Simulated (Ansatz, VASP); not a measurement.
# Fe: VASP beside Ansatz

File POSCAR:

```
Fe
1.0
    3.2209691390      0.0000000000      0.0000000000
   -1.6104845695      2.7894410992      0.0000000000
    0.0000000000      0.0000000000      5.3145990793
Fe
4
Direct
    0.3333333333      0.6666666667      0.4375000000
    0.6666666667      0.3333333333      0.9375000000
    0.6666666667      0.3333333333      0.5625000000
    0.3333333333      0.6666666667      0.0625000000
```

Contents of INCAR.step1:

```
SYSTEM = Fe
PREC     = Accurate       ! precision mode
ENCUT    = 600            ! plane-wave cutoff, eV
ISMEAR   = 0              ! smearing method
SIGMA    = 0.1            ! smearing width, eV
LREAL    = .FALSE.        ! projectors in reciprocal space
LASPH    = .TRUE.         ! aspherical terms in the spheres
NELM     = 100            ! most SCF steps
GGA      = PE             ! functional
ALGO     = Normal         ! electronic algorithm
EDIFF    = 1E-4           ! SCF threshold, eV
LWAVE    = .TRUE.         ! write WAVECAR
LCHARG   = .FALSE.        ! write CHGCAR
```

INCAR.step2

```
SYSTEM = Fe
PREC     = Accurate       ! precision mode
ENCUT    = 600            ! plane-wave cutoff, eV
EDIFF    = 1E-6           ! SCF threshold, eV
ISMEAR   = 0              ! smearing method
SIGMA    = 0.1            ! smearing width, eV
LREAL    = .FALSE.        ! projectors in reciprocal space
LASPH    = .TRUE.         ! aspherical terms in the spheres
NELM     = 100            ! most SCF steps
ALGO     = Normal         ! electronic algorithm
ISIF     = 3              ! what is computed and relaxed
LWAVE    = .FALSE.        ! write WAVECAR
LCHARG   = .FALSE.        ! write CHGCAR
METAGGA  = R2SCAN         ! meta-GGA
LMIXTAU  = .TRUE.       
IBRION   = 2              ! ionic algorithm
NSW      = 90             ! ionic steps
EDIFFG   = -0.04          ! ionic threshold
ISTART   = 1
```

The input KPOINTS:

```
regular mesh
0
G
  6 6 4
  0 0 0
```

Input for Ansatz:

```yaml
crystal:
  lattice:
    - [3.220969139, 0.0, 0.0]
    - [-1.6104845695, 2.7894410992, 0.0]
    - [0.0, 0.0, 5.3145990793]
  atoms:
    - { symbol: Fe, position: [0.3333333333, 0.6666666667, 0.4375] }
    - { symbol: Fe, position: [0.6666666667, 0.3333333333, 0.9375] }
    - { symbol: Fe, position: [0.6666666667, 0.3333333333, 0.5625] }
    - { symbol: Fe, position: [0.3333333333, 0.6666666667, 0.0625] }
basis:
  ecutwfc: 500
kpoints:
  mp_grid: { grid: [6, 6, 4] }
hamiltonian:
  xc: r2scan
scf:
  occupations: { method: gaussian, width: 0.1 }
  lower_state_search: "off"
output:
  forces: true
  stress: true
  eigenvalues: true
relax:
  adjacent_minimum: "off"
  f_tol: 0.04
  max_steps: 70
  cell: { stress_tol: 0.4 }
```

Alike in both runs: task relaxation of cell and atoms; functional r2SCAN; k mesh 6 × 6 × 4; occupations gaussian, width 0.1 eV; no spin polarisation.

|  | VASP | Ansatz |
| --- | --- | --- |
| version | VASP 6.6.1 | Ansatz 0.2.0 |
| potentials or method | VASP PAW PBE potentials, release 64 (Fe), cutoff 600 eV | scalar-relativistic, plane waves, PAW |
| valence electrons in the cell | 32 | 64 |

|  | VASP | Ansatz | Ansatz less VASP |
| --- | --- | --- | --- |
| gap on the k mesh at the Fermi level, each at its own relaxed structure (eV) | none | none | - |
| relaxed volume (Å³/atom) | 13.79 | 13.48 | -0.303 |
| relaxed cell length with the largest relative difference (Å) | 5.581 | 4.836 | -0.7454 |

VASP's potentials were made for PBE, not for r2SCAN. A gap of «none» marks a metal or a gap that the smearing closes. One of these differences is far larger than is usual between the two programs; its cause wasn't traced. VASP's potentials hold 32 valence electrons a cell and Ansatz's 64, so a difference there can come from the potentials and not from the codes.

The k mesh is coarse, so the values compare programs but aren't converged. Noted on VASP's run: the volume moved by over 15 % at a fixed basis, so the end points are rough.
